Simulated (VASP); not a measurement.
CsLuS2, 4 atoms in the cell. The structure is trigonal, space group R-3m (No. 166). Conventional cell: a = 3.951 Å, b = 3.951 Å, c = 23.604 Å, α = 90.00°, β = 90.00°, γ = 120.00°. Cs (site symmetry -3m) has 6 S at 3.39 Å and 6 Cs at 3.95 Å and 6 Lu at 4.55 Å within 4.6 Å. Within 3.5 Å of Lu (site symmetry -3m) lie 6 S at 2.69 Å. S (site symmetry 3m) has 3 Lu at 2.69 Å and 3 Cs at 3.39 Å within 3.5 Å.  This cell differs from its parent crystal: z stretched by -0.5 %, x and y held.

- Program: VASP 6.6.1
- Task: single point
- Functional: PBEsol
- Potentials or basis: VASP PAW PBE potentials, release 64 (Cs_sv, Lu, S)
- Cutoff: 520 eV
- k mesh: 6 × 6 × 6
- Occupations: gaussian, width 0.01 eV
- Spin: no spin polarisation
- Dipole correction: no
- Further INCAR settings: ALGO = Normal; EDIFF = 1e-07; NBANDS = 31

Potentials or basis: VASP PAW PBE potentials, release 64 (Cs_sv, Lu, S).

Command:

```console
$ cat potpaw_PBE.64/Cs_sv/POTCAR potpaw_PBE.64/Lu/POTCAR potpaw_PBE.64/S/POTCAR > POTCAR
$ mpirun -np 1 vasp_std > vasp.out
```

Hardware: 1 thread of Oxide Virtual Turin-like Processor, with other jobs on the host.

Q: How long does it take, and how much memory?

A: Wall time 14 min on 1 thread of Oxide Virtual Turin-like Processor, with other jobs on the host, peak memory 0.59 GiB. Counts: scf iterations 16, k points 32.
